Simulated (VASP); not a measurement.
# Fe (P6_3/mmc) in VASP: density of states with PBEsol

Aim: the density of states of Fe with PBEsol.

Program: VASP 6.6.1. These are calculated values, not measurements. Logs are shortened: lines on timing, memory, paths and dates and some standing lists are left out, and cuts for length are marked.

## Step 1: The cell of the first run

It takes space group P6_3/mmc (No. 194, hexagonal). Conventional cell: a = 1.780 Å, b = 1.780 Å, c = 2.862 Å, α = 90.00°, β = 90.00°, γ = 120.00°. Fe (site symmetry -6m2) has 12 Fe at 1.76 to 1.78 Å within 2.3 Å.

## Step 2: Density of states, PBEsol, collinear spin, ferromagnetic start (volume scaled by 0.4)

Input file POSCAR:

```
Fe
1.0
    1.7803076875      0.0000000000      0.0000000000
   -0.8901538437      1.5417916839      0.0000000000
    0.0000000000      0.0000000000      2.8620745717
Fe
2
Direct
    0.3333333333      0.6666666667      0.2500000000
    0.6666666667      0.3333333333      0.7500000000
```

Input file INCAR.step1:

```
PREC = Accurate ; ENCUT = 520
EDIFF = 1E-6 ; ISMEAR = -1
SIGMA = 0.08 ; LREAL = False
LASPH = True ; NELM = 200
ALGO = Normal ; ISIF = 2
LWAVE = False ; LCHARG = True
ISPIN = 2 ; MAGMOM = 2.5 2.5
LMAXMIX = 4 ; GGA = PS
NBANDS = 19 ; GGA_COMPAT = False
NEDOS = 2001 ; LORBIT = 11
```

Input file KPOINTS.step1:

```
Automatic mesh
0
Gamma
  19 19 11
```

Input file INCAR.step2:

```
PREC = Accurate ; ENCUT = 520
EDIFF = 1E-6 ; ISMEAR = -5
SIGMA = 0.08 ; LREAL = False
LASPH = True ; NELM = 200
ALGO = Normal ; ISIF = 2
LWAVE = False ; LCHARG = False
ISPIN = 2 ; MAGMOM = 2.5 2.5
LORBIT = 10 ; LMAXMIX = 4
GGA = PS ; NEDOS = 2001
ICHARG = 11 ; GGA_COMPAT = False
```

Input file KPOINTS.step2:

```
Automatic mesh
0
Gamma
  29 29 17
```

Potentials or basis: VASP PAW PBE potentials, release 64 (Fe).

Run with:

```console
$ cat potpaw_PBE.64/Fe/POTCAR > POTCAR
$ cp INCAR.step1 INCAR
$ cp KPOINTS.step1 KPOINTS
$ mpirun -np 1 vasp_std > vasp.out
$ cp INCAR.step2 INCAR
$ cp KPOINTS.step2 KPOINTS
$ mpirun -np 1 vasp_std > vasp.out
```

OUTCAR:

```text
PREC = Accurate
   ENCUT = 520
   EDIFF = 1E-6
   ISMEAR = -5
   LREAL = False
   LASPH = True
   NELM = 200
   ISIF = 2
   ISPIN = 2
   LORBIT = 10
   GGA = PS
   ICHARG = 11

 ion  position               nearest neighbor table
   1  0.333  0.667  0.250-   2 1.76   2 1.76   2 1.76   2 1.76   2 1.76   2 1.76   2 2.50   2 2.50
                             2 2.50   2 2.50   2 2.50   2 2.50   2 3.07   2 3.07   2 3.07   2 3.07
   2  0.667  0.333  0.750-   1 1.76   1 1.76   1 1.76   1 1.76   1 1.76   1 1.76   1 2.50   1 2.50
                             1 2.50   1 2.50   1 2.50   1 2.50   1 3.07   1 3.07   1 3.07   1 3.07

  LATTYP: Found a hexagonal cell.
 ALAT       =     1.7803076875
 C/A-ratio  =     1.6076291710

  Lattice vectors:

 A1 = (   1.7803076875,   0.0000000000,   0.0000000000)
 A2 = (  -0.8901538437,   1.5417916839,   0.0000000000)
 A3 = (   0.0000000000,   0.0000000000,   2.8620745717)

Analysis of symmetry for initial positions (statically):
=====================================================================
 Subroutine PRICEL returns:
 Original cell was already a primitive cell.

 Routine SETGRP: Setting up the symmetry group for a
 hexagonal supercell.

 Subroutine GETGRP returns: Found 24 space group operations
 (whereof 12 operations were pure point group operations)
 out of a pool of 24 trial point group operations.

The static configuration has the point symmetry D_3d.
 The point group associated with its full space group is D_6h.

Analysis of symmetry for dynamics (positions and initial velocities):
=====================================================================
 Subroutine PRICEL returns:
 Original cell was already a primitive cell.

 Routine SETGRP: Setting up the symmetry group for a
 hexagonal supercell.

 Subroutine GETGRP returns: Found 24 space group operations
 (whereof 12 operations were pure point group operations)
 out of a pool of 24 trial point group operations.

The dynamic configuration has the point symmetry D_3d.
 The point group associated with its full space group is D_6h.

Analysis of structural, dynamic, and magnetic symmetry:
=====================================================================
 Subroutine PRICEL returns:
 Original cell was already a primitive cell.

 Routine SETGRP: Setting up the symmetry group for a
 hexagonal supercell.

 Subroutine GETGRP returns: Found 24 space group operations
 (whereof 12 operations were pure point group operations)
 out of a pool of 24 trial point group operations.

The overall configuration has the point symmetry D_3d.
 The point group associated with its full space group is D_6h.

[... 142 lines left out ...]
  ext. energy  EPLUGINS =         0.00000000
  ---------------------------------------------------
  free energy    TOTEN  =        16.86094881 eV

  energy without entropy =       16.86094881  energy(sigma->0) =       16.86094881

 E-fermi :  24.7218     XC(G=0): -20.3141

 val. band max:       24.8932449320   @ k =   0.3448   0.0000   0.2353
 cond. band min:      24.6338394497   @ k =   0.2414   0.0345   0.2353
 fundamental gap:     -0.2594054822
 Fermi energy:        24.7218399371

 spin component 1

 k-point     1 :       0.0000    0.0000    0.0000
  band No.  band energies     occupation
      1       9.6720      1.00000
      2      13.6554      1.00000
      3      17.5824      1.00000
      4      17.5824      1.00000
      5      17.9123      1.00000
      6      19.5677      1.00000
      7      19.5677      1.00000
      8      21.3357      1.00000
      9      21.3357      1.00000
     10      26.6968      0.00000
     11      26.6968      0.00000
     12      30.6254      0.00000
     13      50.9918      0.00000
     14      53.3876      0.00000
[... 403 lines left out ...]
      4      17.6086      1.00000
      5      18.9293      1.00000
      6      20.2883      1.00000
      7      20.3277      1.00000
      8      24.6881      0.55002
      9      25.3704     -0.03533
     10      28.0288      0.00000
     11      28.1724      0.00000
     12      45.5496      0.00000
     13      48.1742      0.00000
     14      53.5777      0.00000
     15      54.7813      0.00000

 [... further k-points ...]

 spin component 2

 k-point     1 :       0.0000    0.0000    0.0000
  band No.  band energies     occupation
      1       9.6720      1.00000
      2      13.6554      1.00000
      3      17.5824      1.00000
      4      17.5824      1.00000
      5      17.9123      1.00000
      6      19.5678      1.00000
      7      19.5678      1.00000
      8      21.3357      1.00000
      9      21.3357      1.00000
     10      26.6968      0.00000
     11      26.6968      0.00000
     12      30.6254      0.00000
     13      50.9918      0.00000
     14      53.3875      0.00000
[... 403 lines left out ...]
      4      17.6086      1.00000
      5      18.9293      1.00000
      6      20.2883      1.00000
      7      20.3277      1.00000
      8      24.6882      0.54997
      9      25.3705     -0.03534
     10      28.0288      0.00000
     11      28.1724      0.00000
     12      45.5496      0.00000
     13      48.1742      0.00000
     14      53.5777      0.00000
     15      54.7813      0.00000

 [... further k-points ...]
[... 5 lines left out ...]
  --------------------------------------------------------------------------------------
  -------------------------------------------------------------------------------------
  Total       97.6914148     97.6914148     96.1955548      0.0000000     -0.0000000      0.0000000
  in kB    19923.4833253  19923.4833245  19618.4131001      0.0000006     -0.0000000      0.0000000
  external PRESSURE =   19821.7932499 kB  Pullay stress =       0.0000000 kB

 VOLUME and BASIS-vectors are now :
 -----------------------------------------------------------------------------
  energy-cutoff  :      520.00
  volume of cell :        7.86
      direct lattice vectors                 reciprocal lattice vectors
     1.780307687  0.000000000  0.000000000     0.561700658  0.324298026  0.000000000
    -0.890153844  1.541791684  0.000000000     0.000000000  0.648596053  0.000000000
     0.000000000  0.000000000  2.862074572     0.000000000  0.000000000  0.349396906

 POSITION                                       TOTAL-FORCE (eV/Angst)
 -----------------------------------------------------------------------------------
     -0.00000      1.02786      0.71552        -0.000000      0.000000      0.000000
      0.89015      0.51393      2.14656         0.000000     -0.000000     -0.000000
 -----------------------------------------------------------------------------------
    total drift:                                0.000000     -0.000000      0.000000

  FREE ENERGIE OF THE ION-ELECTRON SYSTEM (eV)
  ---------------------------------------------------
  free  energy   TOTEN  =        16.8609488102 eV

  energy  without entropy=       16.8609488102  energy(sigma->0) =       16.86094881

 total charge

# of ion       s       p       d       tot
------------------------------------------
    1        1.169   1.867   9.188  12.224
    2        1.169   1.867   9.188  12.224
--------------------------------------------------
tot          2.338   3.734  18.376  24.448

 magnetization (x)

# of ion       s       p       d       tot
------------------------------------------
    1       -0.000  -0.000   0.000  -0.000
    2       -0.000  -0.000   0.000  -0.000
--------------------------------------------------
tot         -0.000  -0.000   0.000  -0.000
```

It took 2.8 min on 1 thread of Intel Xeon 6975P-C, shared host; peak memory 0.31 GiB.

Results:

```yaml
Net_moment: 0.00 μB per cell
```

Levels at points of the mesh, in eV from the Fermi level:
Spin up:
| k point | band 6 | band 7 | band 8 | band 9 | band 10 | band 11 |
| --- | --- | --- | --- | --- | --- | --- |
| (0.00, 0.00, 0.00) | -5.15 | -5.15 | -3.39 | -3.39 | 1.97 | 1.97 |
Spin down:
```
           k point  band 6  band 7  band 8  band 9  band 10  band 11
(0.00, 0.00, 0.00)   -5.15   -5.15   -3.39   -3.39     1.97     1.97
```

Caveat: the starting moments collapsed, and a magnetic state may lie lower; the PAW data sets were made with another functional, which shifts forces and pressure a little; tetrahedron occupations give inexact forces and stress in metals.
